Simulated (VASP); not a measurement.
SiGe5:

```
Si Ge
1.0
     4.61641    0.00000    0.00000
    -2.30820    3.99792    0.00000
     0.00000    0.00000    6.26654
Si Ge
1 5
Direct
  0.00000 0.00000 0.50000
  0.66667 0.33333 0.79599
  0.00000 0.00000 0.00000
  0.66667 0.33333 0.20401
  0.33333 0.66667 0.20401
  0.33333 0.66667 0.79599
```

The cell was generated, and may not be a known phase.

```yaml
Program: VASP 6.6.1
Task: relaxation of cell and atoms
Functional: PBE
Potentials_or_basis: VASP PAW PBE potentials, release 64 (Si, Ge_d)
Cutoff: 600 eV
k_mesh: 6 × 6 × 4
Occupations: gaussian, width 0.1 eV
Spin: no spin polarisation
```

At the start: pressure 4.2 GPa; volume 19.28 Å³/atom.

**Question.** Where does the relaxation end?

**Answer.** Over 13 steps the energy falls by 189.9 meV/atom and the volume is 18.70 Å³/atom (-3.0 %); space group P6/mmm (No. 191, to 0.1 Å) before and after.

Step by step:
```tsv
step	energy change (eV)	largest force (eV/Å)	pressure (GPa)	volume (Å³)
1	0.0000	1.0747	4.24	115.66
2	-0.3662	0.6301	-2.34	124.32
3	-0.3883	0.5304	-3.91	127.14
4	-0.7419	0.6000	-3.84	122.89
5	-0.9054	0.6089	-2.74	118.55
6	-1.0711	0.1686	2.04	109.44
7	-1.0737	0.2054	1.50	110.33
8	-1.1267	0.1737	-0.09	112.72
9	-1.1215	0.0726	-1.29	114.72
10	-1.1318	0.1328	-0.63	113.54
11	-1.1373	0.0474	-0.06	112.54
12	-1.1373	0.0459	-0.05	112.52
13	-1.1393	0.0151	0.19	112.19
```

Final structure:
```
Si Ge
1.0
     4.79155    0.00000    0.00000
    -2.39578    4.14961    0.00000
     0.00000    0.00000    5.64245
Si Ge
1 5
Direct
  0.00000 0.00000 0.50000
  0.66667 0.33333 0.74600
  0.00000 0.00000 0.00000
  0.66667 0.33333 0.25400
  0.33333 0.66667 0.25400
  0.33333 0.66667 0.74600
```
